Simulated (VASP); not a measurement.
# HfC (Fm-3m) in VASP: settings compared

Aim: see how the results for HfC move with the level of theory and the settings. Levels: PBEsol+U, r2SCAN+D3(BJ), PBE+D4+U. Tasks: density of states, phonons, single point.

Everything below comes from runs of VASP 6.6.1. Logs are shortened: lines on timing, memory, paths and dates and some standing lists are left out, and cuts for length are marked.

## 1. The cell of the first run

The structure is cubic, space group Fm-3m (No. 225). Conventional cell: a = 4.650 Å, b = 4.650 Å, c = 4.650 Å, α = 90.00°, β = 90.00°, γ = 90.00°. Within 3.1 Å of Hf (site symmetry m-3m) lie 6 C at 2.33 Å. Within 3.1 Å of C (site symmetry m-3m) lie 6 Hf at 2.33 Å.

## 2. Density of states, PBEsol+U

File POSCAR:

```
HfC
1.0
    0.0000000000      2.3250000000      2.3250000000
    2.3250000000      0.0000000000      2.3250000000
    2.3250000000      2.3250000000      0.0000000000
Hf C
1 1
Direct
    0.5000000000      0.5000000000      0.5000000000
    0.0000000000      0.0000000000      0.0000000000
```

File INCAR.step1:

```
ALGO = Normal ; EDIFF = 1E-6
ENCUT = 520 ; GGA = PS
ISIF = 2 ; ISMEAR = -1
LASPH = T ; LCHARG = T
LDAU = T ; LDAUJ = 0 0
LDAUL = 2 -1 ; LDAUPRINT = 1
LDAUTYPE = 2 ; LDAUU = 5 0
LMAXMIX = 4 ; LREAL = F
LWAVE = F ; NBANDS = 14
NELM = 150 ; PREC = Accurate
SIGMA = 0.05
```

File KPOINTS.step1:

```
k-points
0
Gamma
  10 10 10
```

File INCAR.step2:

```
ALGO = Normal ; EDIFF = 1E-6
ENCUT = 520 ; GGA = PS
ICHARG = 11 ; ISIF = 2
ISMEAR = -5 ; LASPH = T
LCHARG = F ; LDAU = T
LDAUJ = 0 0 ; LDAUL = 2 -1
LDAUPRINT = 1 ; LDAUTYPE = 2
LDAUU = 5 0 ; LMAXMIX = 4
LORBIT = 10 ; LREAL = F
LWAVE = F ; NBANDS = 14
NEDOS = 1001 ; NELM = 150
PREC = Accurate ; SIGMA = 0.05
```

File KPOINTS.step2:

```
k-points
0
Gamma
  15 15 15
```

Potentials or basis: VASP PAW PBE potentials, release 64 (Hf_pv, C).

The run is started by

```bash
$ cat potpaw_PBE.64/Hf_pv/POTCAR potpaw_PBE.64/C/POTCAR > POTCAR
$ cp INCAR.step1 INCAR
$ cp KPOINTS.step1 KPOINTS
$ mpirun -np 1 vasp_std > vasp.out
$ cp INCAR.step2 INCAR
$ cp KPOINTS.step2 KPOINTS
$ mpirun -np 1 vasp_std > vasp.out
```

OUTCAR:

```text
EDIFF = 1E-6
   ENCUT = 520
   GGA = PS
   ICHARG = 11
   ISIF = 2
   ISMEAR = -5
   LASPH = T
   LORBIT = 10
   LREAL = F
   NELM = 150
   PREC = Accurate

 ion  position               nearest neighbor table
   1  0.500  0.500  0.500-   2 2.33   2 2.33   2 2.33   2 2.33   2 2.33   2 2.33
   2  0.000  0.000  0.000-   1 2.33   1 2.33   1 2.33   1 2.33   1 2.33   1 2.33

  LATTYP: Found a face centered cubic cell.
 ALAT       =     4.6500000000

  Lattice vectors:

 A1 = (   0.0000000000,   2.3250000000,   2.3250000000)
 A2 = (   2.3250000000,   0.0000000000,   2.3250000000)
 A3 = (   2.3250000000,   2.3250000000,   0.0000000000)

Analysis of symmetry for initial positions (statically):
=====================================================================
 Subroutine PRICEL returns:
 Original cell was already a primitive cell.

 Routine SETGRP: Setting up the symmetry group for a
 face centered cubic supercell.

 Subroutine GETGRP returns: Found 48 space group operations
 (whereof 48 operations were pure point group operations)
 out of a pool of 48 trial point group operations.

The static configuration has the point symmetry O_h .

Analysis of symmetry for dynamics (positions and initial velocities):
=====================================================================
 Subroutine PRICEL returns:
 Original cell was already a primitive cell.

 Routine SETGRP: Setting up the symmetry group for a
 face centered cubic supercell.

 Subroutine GETGRP returns: Found 48 space group operations
 (whereof 48 operations were pure point group operations)
 out of a pool of 48 trial point group operations.

The dynamic configuration has the point symmetry O_h .

 Subroutine INISYM returns: Found 48 space group operations
 (whereof 48 operations are pure point group operations),
 and found     1 'primitive' translations

----------------------------------------------------------------------------------------

                                     Primitive cell

  volume of cell :      25.1362

  direct lattice vectors                    reciprocal lattice vectors
     0.000000000  2.325000000  2.325000000    -0.215053763  0.215053763  0.215053763
     2.325000000  0.000000000  2.325000000     0.215053763 -0.215053763  0.215053763
     2.325000000  2.325000000  0.000000000     0.215053763  0.215053763 -0.215053763

  length of vectors
     3.288046533  3.288046533  3.288046533     0.372484045  0.372484045  0.372484045

  position of ions in fractional coordinates (direct lattice)
     0.500000000  0.500000000  0.500000000
     0.000000000  0.000000000  0.000000000

  ion indices of the primitive-cell ions
   primitive index   ion index
                 1           1
                 2           2

----------------------------------------------------------------------------------------

 KPOINTS: k-points

Automatic generation of k-mesh.
 Grid dimensions read from file:
 generate k-points for:   15   15   15

 Generating k-lattice:

  Cartesian coordinates                     Fractional coordinates (reciprocal lattice)
    -0.014336918  0.014336918  0.014336918     0.066666667  0.000000000  0.000000000
     0.014336918 -0.014336918  0.014336918     0.000000000  0.066666667  0.000000000
     0.014336918  0.014336918 -0.014336918     0.000000000  0.000000000  0.066666667

  Length of vectors
     0.024832270  0.024832270  0.024832270

  Shift w.r.t. Gamma in fractional coordinates (k-lattice)
     0.000000000  0.000000000  0.000000000

 TETIRR: Found    484 inequivalent tetrahedra from    20250

 Subroutine IBZKPT returns following result:
 ===========================================

[... 48 lines left out ...]
   LREAL  =      F    real-space projection
   EDIFFG = 0.1E-04   stopping-criterion for IOM
   NSW    =      0    number of steps for IOM
   IBRION =     -1    ionic relax: 0-MD 1-quasi-New 2-CG
   NFREE  =      0    steps in history (QN), initial steepest desc. (CG)
   ISIF   =      2    stress and relaxation
   ISYM   =      2    0-nonsym 1-usesym 2-fastsym
   POTIM  = 0.5000    time-step for ionic-motion
   TEBEG  =    0.0;   TEEND  =   0.0 temperature during run
   PSTRESS=    0.0 pullay stress
   NELECT =      14.0000    total number of electrons
   NUPDOWN=      -1.0000    fix difference up-down
   EMIN   =  10.00;   EMAX   =-10.00  energy-range for DOS
   EFERMI =   0.00;   METHOD = LEGACY
   ISMEAR =    -5;   SIGMA  =   0.05  broadening in eV -4-tet -1-fermi 0-gaus
   EFERMI_NEDOS =   21; number of points for ismear=-14 and -15
   IALGO  =     38    algorithm
   IMIX   =      4    mixing-type and parameters
     AMIX     =   0.40;   BMIX     =  1.00
     AMIX_MAG =   1.60;   BMIX_MAG =  1.00
  volume/ion in A,a.u.               =      12.57        84.81
  Fermi-wavevector in a.u.,A,eV,Ry     =   1.346949  2.545365 24.684672  1.814272
  Thomas-Fermi vector in A             =   2.474740
   LORBIT       =     10    0 simple, 1 ext, 2 COOP (PROOUT), +10 PAW based schemes
 LDA+U is selected, type is set to LDAUTYPE =  2
   angular momentum for each species LDAUL =     2   -1
   U (eV)           for each species LDAUU =   5.0  0.0
   J (eV)           for each species LDAUJ =   0.0  0.0
   GGA     = PS    functional components
   LHFCALC =     F    Hartree Fock is set to
   AEXX    =    0.0000 exact exchange contribution
   IVDW    =     0    specifies the selected vdW correction
   LEPSILON=     F    determine dielectric tensor
   LRPA    =     F    only Hartree local field effects (RPA)
 non-spin polarized calculation
 Fermi weights with tetrahedron method with Bloechl corrections
  energy-cutoff  :      520.00
  volume of cell :       25.14
 maximum number of plane-waves:       688

atom =   1  type =  1  l = 2

 onsite density matrix

spin component  1

  0.1013 -0.0000 -0.0000 -0.0000  0.0000
 -0.0000  0.1013 -0.0000  0.0000 -0.0000
 -0.0000 -0.0000  0.2259 -0.0000  0.0000
 -0.0000  0.0000 -0.0000  0.1013  0.0000
  0.0000 -0.0000  0.0000  0.0000  0.2259

spin component  2

  0.1013 -0.0000 -0.0000 -0.0000  0.0000
 -0.0000  0.1013 -0.0000  0.0000 -0.0000
 -0.0000 -0.0000  0.2259 -0.0000  0.0000
 -0.0000  0.0000 -0.0000  0.1013  0.0000
  0.0000 -0.0000  0.0000  0.0000  0.2259

 occupancies and eigenvectors

  o =  0.1013  v =  1.0000  0.0000  0.0000  0.0000 -0.0000  0.0000  0.0000  0.0000  0.0000  0.0000      0.0000  0.0000  0.0000  0.0000  0.0000  0.0000  0.0000  0.0000  0.0000  0.0000
  o =  0.1013  v =  0.0000  0.0000  0.0000  0.0000  0.0000  1.0000  0.0000  0.0000  0.0000 -0.0000      0.0000  0.0000  0.0000  0.0000  0.0000  0.0000  0.0000  0.0000  0.0000  0.0000
  o =  0.1013  v = -0.0000  0.0350 -0.0000  0.9994  0.0000  0.0000  0.0000  0.0000  0.0000  0.0000      0.0000  0.0000  0.0000  0.0000  0.0000  0.0000  0.0000  0.0000  0.0000  0.0000
  o =  0.1013  v =  0.0000  0.0000  0.0000  0.0000  0.0000 -0.0000  0.0350 -0.0000  0.9994  0.0000      0.0000  0.0000  0.0000  0.0000  0.0000  0.0000  0.0000  0.0000  0.0000  0.0000
  o =  0.1013  v = -0.0000  0.9994 -0.0000 -0.0350 -0.0000  0.0000  0.0000  0.0000  0.0000  0.0000      0.0000  0.0000  0.0000  0.0000  0.0000  0.0000  0.0000  0.0000  0.0000  0.0000
  o =  0.1013  v =  0.0000  0.0000  0.0000  0.0000  0.0000 -0.0000  0.9994 -0.0000 -0.0350 -0.0000      0.0000  0.0000  0.0000  0.0000  0.0000  0.0000  0.0000  0.0000  0.0000  0.0000
  o =  0.2259  v =  0.0000 -0.0000 -1.0000 -0.0000  0.0000  0.0000  0.0000  0.0000  0.0000  0.0000      0.0000  0.0000  0.0000  0.0000  0.0000  0.0000  0.0000  0.0000  0.0000  0.0000
  o =  0.2259  v =  0.0000  0.0000  0.0000  0.0000  0.0000  0.0000 -0.0000 -1.0000 -0.0000  0.0000      0.0000  0.0000  0.0000  0.0000  0.0000  0.0000  0.0000  0.0000  0.0000  0.0000
  o =  0.2259  v =  0.0000  0.0000  0.0000  0.0000  0.0000 -0.0000 -0.0000 -0.0000  0.0000 -1.0000      0.0000  0.0000  0.0000  0.0000  0.0000  0.0000  0.0000  0.0000  0.0000  0.0000
  o =  0.2259  v = -0.0000 -0.0000 -0.0000  0.0000 -1.0000  0.0000  0.0000  0.0000  0.0000  0.0000      0.0000  0.0000  0.0000  0.0000  0.0000  0.0000  0.0000  0.0000  0.0000  0.0000

 number of electron      14.0000000 magnetization

 Free energy of the ion-electron system (eV)
  ---------------------------------------------------
  ext. energy  EPLUGINS =         0.00000000
  ---------------------------------------------------
  free energy    TOTEN  =       -18.87849963 eV

  energy without entropy =      -18.87849963  energy(sigma->0) =      -18.87849963

 E-fermi :   6.4452     XC(G=0): -12.4202

 val. band max:        6.6299868184   @ k =   0.0667   0.0000   0.0000
 cond. band min:       6.1849071556   @ k =   0.2667   0.2667   0.0000
 fundamental gap:     -0.4450796628
 Fermi energy:         6.4451600812

 k-point     1 :       0.0000    0.0000    0.0000
  band No.  band energies     occupation
      1     -24.1495      2.00000
      2     -24.1495      2.00000
      3     -24.1495      2.00000
      4      -6.2319      2.00000
      5       7.2676     -0.33811
      6       7.2676      0.00000
      7       7.2676      0.00000
      8       8.4216      0.00000
      9       8.4216      0.00000
     10       8.4216      0.00000
     11      10.1199      0.00000
     12      10.1199      0.00000
     13      12.8873      0.00000
     14      16.7328      0.00000
[... 377 lines left out ...]
      1     -24.3346      2.00000
      2     -24.2056      2.00000
      3     -24.1987      2.00000
      4      -5.3061      2.00000
      5       3.9365      2.00000
      6       5.8099      2.00000
      7       6.0225      2.00000
      8       7.5992      0.00000
      9      10.3738      0.00000
     10      10.6421      0.00000
     11      11.2600      0.00000
     12      12.6202      0.00000
     13      15.7381      0.00000
     14      18.9809      0.00000

 [... further k-points ...]
[... 5 lines left out ...]
  --------------------------------------------------------------------------------------
  -------------------------------------------------------------------------------------
  Total        1.7753309      1.7753309      1.7753309     -0.0000000      0.0000000     -0.0000000
  in kB      113.1595033    113.1595033    113.1595033     -0.0000000      0.0000000     -0.0000000
  external PRESSURE =     113.1595033 kB  Pullay stress =       0.0000000 kB

 VOLUME and BASIS-vectors are now :
 -----------------------------------------------------------------------------
  energy-cutoff  :      520.00
  volume of cell :       25.14
      direct lattice vectors                 reciprocal lattice vectors
     0.000000000  2.325000000  2.325000000    -0.215053763  0.215053763  0.215053763
     2.325000000  0.000000000  2.325000000     0.215053763 -0.215053763  0.215053763
     2.325000000  2.325000000  0.000000000     0.215053763  0.215053763 -0.215053763

 POSITION                                       TOTAL-FORCE (eV/Angst)
 -----------------------------------------------------------------------------------
      2.32500      2.32500      2.32500         0.000000     -0.000000      0.000000
      0.00000      0.00000      0.00000        -0.000000      0.000000     -0.000000
 -----------------------------------------------------------------------------------
    total drift:                               -0.000000     -0.000000      0.000000

  FREE ENERGIE OF THE ION-ELECTRON SYSTEM (eV)
  ---------------------------------------------------
  free  energy   TOTEN  =       -18.8784996287 eV

  energy  without entropy=      -18.8784996287  energy(sigma->0) =      -18.87849963

 total charge

# of ion       s       p       d       tot
------------------------------------------
    1        0.337   6.696   1.473   8.506
    2        0.862   1.553   0.000   2.415
--------------------------------------------------
tot          1.199   8.249   1.473  10.921
```

Wall time 14 s (1 thread of Intel Xeon Platinum 8559C (Emerald Rapids), shared host); peak memory 0.16 GiB.

What came out:

```
Valence electrons inside the program's atomic spheres : Hf 8.51; C 2.42
```

Eigenvalues of the final occupation matrices:
```
    site  spin  trace               eigenvalues
site 1 d     1   0.76  0.10 0.10 0.10 0.23 0.23
site 1 d     2   0.76  0.10 0.10 0.10 0.23 0.23
```

Caveat: the PAW data sets were made with another functional, which shifts forces and pressure a little; spin-orbit coupling is left out, which moves the levels of the heavy elements; U without spin polarisation on a metal has little footing; the U is typed as a test and isn't derived for this compound; tetrahedron occupations give inexact forces and stress in metals.

[end of part 1 of 2]
